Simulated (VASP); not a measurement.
# ZrC (I4/mmm) in VASP: a series of runs

The runs below take ZrC through single point, with PBEsol.

Everything below comes from runs of VASP 6.6.1. Logs are shortened: lines on timing, memory, paths and dates and some standing lists are left out, and cuts for length are marked.

## 1. The cell of the first run

The structure is tetragonal, space group I4/mmm (No. 139). The conventional cell has a = 3.128 Å, b = 3.128 Å, c = 5.308 Å, α = 90.00°, β = 90.00°, γ = 90.00°. Within 2.9 Å of Zr (site symmetry 4/mmm) lie 6 C at 2.21 to 2.65 Å. Within 2.9 Å of C (site symmetry 4/mmm) lie 6 Zr at 2.21 to 2.65 Å.

## 2. Single point, PBEsol

INCAR

```
SYSTEM = ZrC
ALGO     = Normal         ! electronic algorithm
EDIFF    = 1E-7           ! SCF threshold, eV
ENCUT    = 520            ! plane-wave cutoff, eV
GGA      = PS             ! functional
ISIF     = 2              ! what is computed and relaxed
ISMEAR   = 0              ! smearing method
LASPH    = .TRUE.         ! aspherical terms in the spheres
LCHARG   = .FALSE.        ! write CHGCAR
LREAL    = .FALSE.        ! projectors in reciprocal space
LWAVE    = .FALSE.        ! write WAVECAR
NBANDS   = 15             ! bands
NELM     = 80             ! most SCF steps
PREC     = Accurate       ! precision mode
SIGMA    = 0.15           ! smearing width, eV
```

KPOINTS

```
k-points
0
G
  20 20 20
  0 0 0
```

POSCAR

```
ZrC
1.0
    0.0000000000      2.2116322854      2.6539587425
    2.2116322854      0.0000000000      2.6539587425
    2.2116322854      2.2116322854      0.0000000000
Zr C
1 1
Direct
    0.5000000000      0.5000000000      0.5000000000
    0.0000000000      0.0000000000      0.0000000000
```

Potentials or basis: VASP PAW PBE potentials, release 64 (Zr_sv, C).

Launch:

```bash
cat potpaw_PBE.64/Zr_sv/POTCAR potpaw_PBE.64/C/POTCAR > POTCAR
mpirun -np 1 vasp_std > vasp.out
```

OUTCAR:

```text
SYSTEM = ZrC
   EDIFF = 1E-7
   ENCUT = 520
   GGA = PS
   ISIF = 2
   ISMEAR = 0
   LASPH = .TRUE.
   LREAL = .FALSE.
   NELM = 80
   PREC = Accurate

 ion  position               nearest neighbor table
   1  0.500  0.500  0.500-   2 2.21   2 2.21   2 2.21   2 2.21   2 2.65   2 2.65
   2  0.000  0.000  0.000-   1 2.21   1 2.21   1 2.21   1 2.21   1 2.65   1 2.65

  LATTYP: Found a body centered tetragonal cell.
 ALAT       =     3.1277203730
 C/A-ratio  =     1.6970562749

  Lattice vectors:

 A1 = (  -2.2116322854,   0.0000000000,   2.6539587425)
 A2 = (   2.2116322854,   0.0000000000,   2.6539587425)
 A3 = (   0.0000000000,   2.2116322854,  -2.6539587425)

Analysis of symmetry for initial positions (statically):
=====================================================================
 Subroutine PRICEL returns:
 Original cell was already a primitive cell.

 Routine SETGRP: Setting up the symmetry group for a
 body centered tetragonal supercell.

 Subroutine GETGRP returns: Found 16 space group operations
 (whereof 16 operations were pure point group operations)
 out of a pool of 16 trial point group operations.

The static configuration has the point symmetry D_4h.

Analysis of symmetry for dynamics (positions and initial velocities):
=====================================================================
 Subroutine PRICEL returns:
 Original cell was already a primitive cell.

 Routine SETGRP: Setting up the symmetry group for a
 body centered tetragonal supercell.

 Subroutine GETGRP returns: Found 16 space group operations
 (whereof 16 operations were pure point group operations)
 out of a pool of 16 trial point group operations.

The dynamic configuration has the point symmetry D_4h.

 Subroutine INISYM returns: Found 16 space group operations
 (whereof 16 operations are pure point group operations),
 and found     1 'primitive' translations

----------------------------------------------------------------------------------------

                                     Primitive cell

  volume of cell :      25.9627

  direct lattice vectors                    reciprocal lattice vectors
     0.000000000  2.211632285  2.653958742    -0.226077365  0.226077365  0.188397804
     2.211632285  0.000000000  2.653958742     0.226077365 -0.226077365  0.188397804
     2.211632285  2.211632285  0.000000000     0.226077365  0.226077365 -0.188397804

  length of vectors
     3.454680068  3.454680068  3.127720373     0.371100637  0.371100637  0.371100637

  position of ions in fractional coordinates (direct lattice)
     0.500000000  0.500000000  0.500000000
     0.000000000  0.000000000  0.000000000

  ion indices of the primitive-cell ions
   primitive index   ion index
                 1           1
                 2           2

----------------------------------------------------------------------------------------

 KPOINTS: k-points

Automatic generation of k-mesh.
 Grid dimensions read from file:
 generate k-points for:   20   20   20

 Generating k-lattice:

  Cartesian coordinates                     Fractional coordinates (reciprocal lattice)
    -0.011303868  0.011303868  0.009419890     0.050000000  0.000000000  0.000000000
     0.011303868 -0.011303868  0.009419890     0.000000000  0.050000000  0.000000000
     0.011303868  0.011303868 -0.009419890     0.000000000  0.000000000  0.050000000

  Length of vectors
     0.018555032  0.018555032  0.018555032

  Shift w.r.t. Gamma in fractional coordinates (k-lattice)
     0.000000000  0.000000000  0.000000000

 Subroutine IBZKPT returns following result:
 ===========================================

 Found    641 irreducible k-points:

 Following reciprocal coordinates:
            Coordinates               Weight
  0.000000  0.000000  0.000000      1.000000
  0.050000  0.000000  0.000000      8.000000
  0.100000 -0.000000  0.000000      8.000000
  0.150000  0.000000  0.000000      8.000000
  0.200000 -0.000000  0.000000      8.000000
  0.250000  0.000000  0.000000      8.000000
[... 16 lines left out ...]
 -0.400000  0.050000  0.000000      8.000000
 -0.350000  0.050000  0.000000      8.000000
 [... further k-points ...]
   k-points           NKPTS =    641   k-points in BZ     NKDIM =    641   number of bands    NBANDS=     15
   number of dos      NEDOS =    301   number of ions     NIONS =      2
   total plane-waves  NPLWV =  18816
   dimension x,y,z NGX =    28 NGY =   28 NGZ =   24
   dimension x,y,z NGXF=    56 NGYF=   56 NGZF=   48
   ions per type =               1   1
   NGX,Y,Z   is equivalent  to a cutoff of  13.47, 13.47, 12.76 a.u.
   NGXF,Y,Z  is equivalent  to a cutoff of  26.95, 26.95, 25.51 a.u.
 SYSTEM =  ZrC
   PREC   = accura    normal or accurate (medium, high low for compatibility)
   ISTART =      0    job   : 0-new  1-cont  2-samecut
   ICHARG =      2    charge: 1-file 2-atom 10-const
   ISPIN  =      1    spin polarized calculation?
   LNONCOLLINEAR =      F non collinear calculations
   LSORBIT =      F    spin-orbit coupling
   LASPH  =      T    aspherical Exc in radial PAW
   ENCUT  =  520.0 eV  38.22 Ry    6.18 a.u.   6.42  6.42  5.82*2*pi/ulx,y,z
   NELM   =     80;   NELMIN=  2; NELMDL= -5     # of ELM steps
   EDIFF  = 0.1E-06   stopping-criterion for ELM
   LREAL  =      F    real-space projection
   EDIFFG = 0.1E-05   stopping-criterion for IOM
   NSW    =      0    number of steps for IOM
   IBRION =     -1    ionic relax: 0-MD 1-quasi-New 2-CG
   NFREE  =      0    steps in history (QN), initial steepest desc. (CG)
   ISIF   =      2    stress and relaxation
   ISYM   =      2    0-nonsym 1-usesym 2-fastsym
   POTIM  = 0.5000    time-step for ionic-motion
   TEBEG  =    0.0;   TEEND  =   0.0 temperature during run
   PSTRESS=    0.0 pullay stress
   NELECT =      16.0000    total number of electrons
   NUPDOWN=      -1.0000    fix difference up-down
   EMIN   =  10.00;   EMAX   =-10.00  energy-range for DOS
   EFERMI =   0.00;   METHOD = LEGACY
   ISMEAR =     0;   SIGMA  =   0.15  broadening in eV -4-tet -1-fermi 0-gaus
   EFERMI_NEDOS =   21; number of points for ismear=-14 and -15
   IALGO  =     38    algorithm
   IMIX   =      4    mixing-type and parameters
     AMIX     =   0.40;   BMIX     =  1.00
     AMIX_MAG =   1.60;   BMIX_MAG =  1.00
  volume/ion in A,a.u.               =      12.98        87.60
  Fermi-wavevector in a.u.,A,eV,Ry     =   1.393151  2.632673 26.407131  1.940869
  Thomas-Fermi vector in A             =   2.516825
   LORBIT       =      0    0 simple, 1 ext, 2 COOP (PROOUT), +10 PAW based schemes
   GGA     = PS    functional components
   LHFCALC =     F    Hartree Fock is set to
   AEXX    =    0.0000 exact exchange contribution
   IVDW    =     0    specifies the selected vdW correction
   LEPSILON=     F    determine dielectric tensor
   LRPA    =     F    only Hartree local field effects (RPA)
 non-spin polarized calculation
 Gauss-broadening in eV      SIGMA  =   0.15
  energy-cutoff  :      520.00
  volume of cell :       25.96
 maximum number of plane-waves:       723
 NGX is ok and might be reduce to    28
   NGX = 13   NGY = 13   NGZ = 11

 number of electron      16.0000000 magnetization

 Free energy of the ion-electron system (eV)
  ---------------------------------------------------
  ext. energy  EPLUGINS =         0.00000000
  ---------------------------------------------------
  free energy    TOTEN  =       -19.98895624 eV

  energy without entropy =      -19.98567174  energy(sigma->0) =      -19.98731399

 E-fermi :   9.5903     XC(G=0): -12.2169

 val. band max:        9.5783318970   @ k =   0.4000   0.0500   0.3000
 cond. band min:       9.5945285031   @ k =   0.3500   0.0000   0.2500
 fundamental gap:      0.0161966061
 Fermi energy:         9.5903188482

 k-point     1 :       0.0000    0.0000    0.0000
  band No.  band energies     occupation
      1     -38.3558      2.00000
      2     -16.2869      2.00000
      3     -16.0426      2.00000
      4     -16.0426      2.00000
      5      -1.8189      2.00000
      6       9.4639      1.76676
      7       9.9175      0.00204
      8      10.2402      0.00000
      9      10.7431      0.00000
     10      10.7431      0.00000
     11      11.3471      0.00000
     12      11.3471      0.00000
     13      13.3415      0.00000
     14      18.3483      0.00000
     15      20.1814      0.00000

 k-point     2 :       0.0500    0.0000    0.0000
  band No.  band energies     occupation
      1     -38.3530      2.00000
      2     -16.2931      2.00000
      3     -16.0668      2.00000
      4     -16.0415      2.00000
      5      -1.7569      2.00000
      6       9.3391      1.98216
      7       9.4032      1.92228
      8      10.4171      0.00000
      9      10.4855      0.00000
     10      10.9235      0.00000
     11      11.4130      0.00000
     12      11.5523      0.00000
     13      13.7163      0.00000
     14      18.4670      0.00000
     15      20.3429      0.00000

 k-point     3 :       0.1000   -0.0000    0.0000
  band No.  band energies     occupation
      1     -38.3449      2.00000
      2     -16.3139      2.00000
      3     -16.1331      2.00000
      4     -16.0383      2.00000
      5      -1.5751      2.00000
      6       8.7250      2.00000
      7       8.9675      2.00000
      8       9.7671      0.09551
      9      10.6212      0.00000
     10      11.3203      0.00000
     11      11.5587      0.00000
     12      12.0773      0.00000
     13      14.5608      0.00000
     14      18.7912      0.00000
     15      20.7966      0.00000

 k-point     4 :       0.1500    0.0000    0.0000
  band No.  band energies     occupation
      1     -38.3322      2.00000
      2     -16.3627      2.00000
      3     -16.2176      2.00000
      4     -16.0333      2.00000
      5      -1.2856      2.00000
      6       8.0434      2.00000
      7       8.4368      2.00000
      8       9.0715      2.00000
      9      10.9112      0.00000
     10      11.6281      0.00000
     11      11.7767      0.00000
     12      12.7932      0.00000
     13      15.5929      0.00000
     14      19.2320      0.00000
     15      21.4455      0.00000
[... 307 lines left out ...]
 k-point    22 :      -0.4500    0.0500    0.0000
  band No.  band energies     occupation
      1     -38.2398      2.00000
      2     -17.0575      2.00000
      3     -16.4130      2.00000
      4     -15.9965      2.00000
      5       1.5230      2.00000
      6       4.2262      2.00000
      7       6.1298      2.00000
      8       6.4792      2.00000
      9      13.7542      0.00000
     10      14.2551      0.00000
     11      15.3485      0.00000
     12      15.8981      0.00000
     13      17.3256      0.00000
     14      21.8606      0.00000
     15      22.0071      0.00000

 k-point    23 :      -0.4000    0.0500    0.0000
  band No.  band energies     occupation
      1     -38.2447      2.00000
      2     -17.0226      2.00000
      3     -16.4047      2.00000
      4     -15.9941      2.00000
      5       1.2852      2.00000
      6       4.5219      2.00000
      7       6.2244      2.00000
      8       6.5435      2.00000
      9      13.5331      0.00000
     10      13.6415      0.00000
     11      14.9812      0.00000
     12      16.0659      0.00000
     13      17.6849      0.00000
     14      21.5889      0.00000
     15      22.2785      0.00000

 k-point    24 :      -0.3500    0.0500    0.0000
  band No.  band energies     occupation
      1     -38.2548      2.00000
      2     -16.9468      2.00000
      3     -16.3898      2.00000
      4     -15.9944      2.00000
      5       0.8687      2.00000
      6       5.0366      2.00000
      7       6.4195      2.00000
      8       6.7195      2.00000
      9      12.9999      0.00000
     10      13.2084      0.00000
     11      14.3725      0.00000
     12      15.6684      0.00000
     13      18.5019      0.00000
     14      20.9182      0.00000
     15      22.7627      0.00000

 [... further k-points ...]

------------------------ aborting loop because EDIFF is reached ----------------------------------------

  FORCE on cell =-STRESS in cart. coord.  units (eV):
  Direction    XX          YY          ZZ          XY          YZ          ZX
  --------------------------------------------------------------------------------------
  -------------------------------------------------------------------------------------
  Total        4.6405540      4.6405540     -4.6661627      0.0000000      0.0000000     -0.0000000
  in kB      286.3719068    286.3719068   -287.9522348      0.0000000      0.0000000     -0.0000000
  external PRESSURE =      94.9305263 kB  Pullay stress =       0.0000000 kB

 VOLUME and BASIS-vectors are now :
 -----------------------------------------------------------------------------
  energy-cutoff  :      520.00
  volume of cell :       25.96
      direct lattice vectors                 reciprocal lattice vectors
     0.000000000  2.211632285  2.653958742    -0.226077365  0.226077365  0.188397804
     2.211632285  0.000000000  2.653958742     0.226077365 -0.226077365  0.188397804
     2.211632285  2.211632285  0.000000000     0.226077365  0.226077365 -0.188397804

 POSITION                                       TOTAL-FORCE (eV/Angst)
 -----------------------------------------------------------------------------------
      2.21163      2.21163      2.65396         0.000000     -0.000000     -0.000000
      0.00000      0.00000      0.00000        -0.000000      0.000000      0.000000
 -----------------------------------------------------------------------------------
    total drift:                                0.000000      0.000000      0.000000

  FREE ENERGIE OF THE ION-ELECTRON SYSTEM (eV)
  ---------------------------------------------------
  free  energy   TOTEN  =       -19.9889562393 eV

  energy  without entropy=      -19.9856717427  energy(sigma->0) =      -19.98731399
```

It took 4.3 min on 1 thread of Intel Xeon Platinum 8375C at 2.90GHz (Ice Lake), shared host; peak memory 0.36 GiB.

What came out:

* Free energy: -19.9890 eV
* Pressure: 9.5 GPa
* Band gap on the k mesh: zero (bands 8 and 9 overlap by 1.54 eV)

Levels at points of the mesh, in eV from the Fermi level:
```
           k point  band 6  band 7  band 8  band 9  band 10  band 11
(0.00, 0.00, 0.00)   -0.13    0.33    0.65    1.15     1.15     1.76
(0.50, 0.00, 0.00)   -5.44   -3.48   -3.12    4.21     5.01     5.80
(0.50, 0.50, 0.00)   -3.19   -1.75    0.62    0.62     4.51     5.40
(0.50, 0.00, 0.50)   -1.85   -1.36   -0.54    0.18     3.80     4.28
```

Caveat: the cell stands under pressure; the PAW data sets were made with another functional, which shifts forces and pressure a little.

(Continued in part 2 of 2.)
